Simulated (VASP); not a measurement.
# Co (P6/mmm) in VASP: notebook, part 2 of 2

VASP 6.6.1. Earlier steps stand in the parts before.

## (3) Single point, r2SCAN (volume scaled by 1.08)

The input, POSCAR:

```
Co
1.0
    3.9592636956      0.0000000000      0.0000000000
   -1.9796318478      3.4288229407      0.0000000000
    0.0000000000      0.0000000000      2.4276056555
Co
3
Direct
    0.0000000000      0.0000000000      0.0000000000
    0.3333333333      0.6666666667      0.5000000000
    0.6666666667      0.3333333333      0.5000000000
```

The input, INCAR.step1:

```
SYSTEM = Co
PREC = Accurate
ENCUT = 520
ISMEAR = -1
SIGMA = 0.1
LREAL = .False.
LASPH = .True.
NELM = 60
NBANDS = 20
GGA = PE
ALGO = Normal
EDIFF = 1E-4
LWAVE = .True.
LCHARG = .False.
```

The input, INCAR.step2:

```
SYSTEM = Co
PREC = Accurate
ENCUT = 520
EDIFF = 1E-6
ISMEAR = -1
SIGMA = 0.1
LREAL = .False.
LASPH = .True.
NELM = 60
ALGO = Normal
ISIF = 2
LWAVE = .False.
LCHARG = .False.
METAGGA = R2SCAN
LMIXTAU = .True.
NBANDS = 20
ISTART = 1
```

The input, KPOINTS:

```
regular mesh
0
Gamma
  11 11 15
  0 0 0
```

Potentials or basis: VASP PAW PBE potentials, release 64 (Co).

On the command line:

```sh
cat potpaw_PBE.64/Co/POTCAR > POTCAR
cp INCAR.step1 INCAR
mpirun -np 1 vasp_std > vasp.out
cp INCAR.step2 INCAR
mpirun -np 1 vasp_std > vasp.out
```

OUTCAR:

```text
SYSTEM = Co
   PREC = Accurate
   ENCUT = 520
   EDIFF = 1E-6
   ISMEAR = -1
   LREAL = .False.
   LASPH = .True.
   NELM = 60
   ISIF = 2
   METAGGA = R2SCAN
   ISTART = 1

 ion  position               nearest neighbor table
   1  0.000  0.000  0.000-   2 2.59   3 2.59   2 2.59   3 2.59   3 2.59   3 2.59   2 2.59   2 2.59
                             3 2.59   3 2.59   2 2.59   2 2.59
   2  0.333  0.667  0.500-   3 2.29   3 2.29   3 2.29   1 2.59   1 2.59   1 2.59   1 2.59   1 2.59
                             1 2.59
   3  0.667  0.333  0.500-   2 2.29   2 2.29   2 2.29   1 2.59   1 2.59   1 2.59   1 2.59   1 2.59
[... 746 lines left out ...]

 [... further k-points ...]
[... 5 lines left out ...]
  --------------------------------------------------------------------------------------
  -------------------------------------------------------------------------------------
  Total       -3.5527245     -3.5527245     -3.2826089      0.0000000     -0.0000000     -0.0000000
  in kB     -172.7167630   -172.7167630   -159.5850123      0.0000000     -0.0000000     -0.0000000
  external PRESSURE =    -168.3395128 kB  Pullay stress =       0.0000000 kB

 VOLUME and BASIS-vectors are now :
 -----------------------------------------------------------------------------
  energy-cutoff  :      520.00
  volume of cell :       32.96
      direct lattice vectors                 reciprocal lattice vectors
     3.959263696  0.000000000  0.000000000     0.252572215  0.145822636  0.000000000
    -1.979631848  3.428822941  0.000000000     0.000000000  0.291645272  0.000000000
     0.000000000  0.000000000  2.427605655     0.000000000  0.000000000  0.411928518

 POSITION                                       TOTAL-FORCE (eV/Angst)
 -----------------------------------------------------------------------------------
      0.00000      0.00000      0.00000        -0.000000      0.000000      0.000000
     -0.00000      2.28588      1.21380        -0.000000      0.000000      0.000000
      1.97963      1.14294      1.21380         0.000000      0.000000     -0.000000
 -----------------------------------------------------------------------------------
    total drift:                               -0.000000      0.000000      0.000000

  FREE ENERGIE OF THE ION-ELECTRON SYSTEM (eV)
  ---------------------------------------------------
  free  energy   TOTEN  =       -37.6652152512 eV

  energy  without entropy=      -37.3568367575  energy(sigma->0) =      -37.51102600
```

It took 4.8 min on 1 thread of Intel Xeon Platinum 8488C (Sapphire Rapids), shared host; peak memory 0.2 GiB.

What came out:

```
Free energy : -37.6652 eV
Pressure    : -16.8 GPa
```

Stress tensor (GPa, compression positive):
```
-17.27   0.00   0.00
  0.00 -17.27   0.00
  0.00   0.00 -15.96
```

Caveat: the PAW data sets were made with another functional, which shifts forces and pressure a little; the run has no spin polarisation, though such a crystal can be magnetic. Spin polarisation is off, so any magnetic state and its effect on volume and gap are missing.

## (4) Single point, r2SCAN (volume scaled by 1.12)

The input, POSCAR:

```
Co
1.0
    4.0075521583      0.0000000000      0.0000000000
   -2.0037760792      3.4706419761      0.0000000000
    0.0000000000      0.0000000000      2.4572135205
Co
3
Direct
    0.0000000000      0.0000000000      0.0000000000
    0.3333333333      0.6666666667      0.5000000000
    0.6666666667      0.3333333333      0.5000000000
```

The input, INCAR.step1:

```
PREC = Accurate
ENCUT = 520
ISMEAR = -1
SIGMA = 0.1
LREAL = F
LASPH = T
NELM = 60
NBANDS = 20
GGA = PE
ALGO = Normal
EDIFF = 1E-4
LWAVE = T
LCHARG = F
```

The input, INCAR.step2:

```
PREC = Accurate
ENCUT = 520
EDIFF = 1E-7
ISMEAR = -1
SIGMA = 0.1
LREAL = F
LASPH = T
NELM = 60
ALGO = Normal
ISIF = 2
LWAVE = F
LCHARG = F
METAGGA = R2SCAN
LMIXTAU = T
NBANDS = 20
ISTART = 1
```

The input, KPOINTS:

```
regular mesh
0
Gamma
  11 11 15
```

On the command line:

```sh
cat potpaw_PBE.64/Co/POTCAR > POTCAR
cp INCAR.step1 INCAR
mpirun -np 1 vasp_std > vasp.out
cp INCAR.step2 INCAR
mpirun -np 1 vasp_std > vasp.out
```

Run time: 5.2 min. Hardware: 1 thread of Intel Xeon Platinum 8488C (Sapphire Rapids), shared host; peak memory 0.2 GiB.

The run converged. Its results:

* Free energy: -37.5135 eV
* Pressure: -22.8 GPa

Stress tensor (GPa, compression positive):
```
-23.38   0.00   0.00
  0.00 -23.38   0.00
  0.00   0.00 -21.66
```

Levels at points of the mesh, in eV from the Fermi level:
```csv
k point,band 10,band 11,band 12,band 13,band 14,band 15,band 16,band 17,band 18,band 19
"(0.00, 0.00, 0.00)",-1.39,-0.89,-0.89,-0.83,-0.83,0.39,0.39,6.81,6.81,6.84
```

Caveat: the PAW data sets were made with another functional, which shifts forces and pressure a little; the run has no spin polarisation, though such a crystal can be magnetic. Spin polarisation is off, so any magnetic state and its effect on volume and gap are missing.

## (5) Summary

```tsv
cell	gap on the mesh (eV)	pressure (GPa)
a = 3.910, b = 3.910, c = 2.397 Å, angles 90.0, 90.0, 120.0°, 3 atoms	none	-9.2
a = 3.959, b = 3.959, c = 2.428 Å, angles 90.0, 90.0, 120.0°, 3 atoms	none	-16.8
a = 4.008, b = 4.008, c = 2.457 Å, angles 90.0, 90.0, 120.0°, 3 atoms	none	-22.8
```

Alike in all rows: task single point; level r2SCAN; potentials or basis VASP PAW PBE potentials, release 64 (Co); no spin polarisation; k mesh 11 × 11 × 15; cutoff (eV) 520; smearing fermi-dirac 0.1 eV.

Caveats: the PAW data sets were made with another functional, which shifts forces and pressure a little; the run has no spin polarisation, though such a crystal can be magnetic.

Total energies depend on the potentials used, so only differences within one code and one set of settings carry meaning.
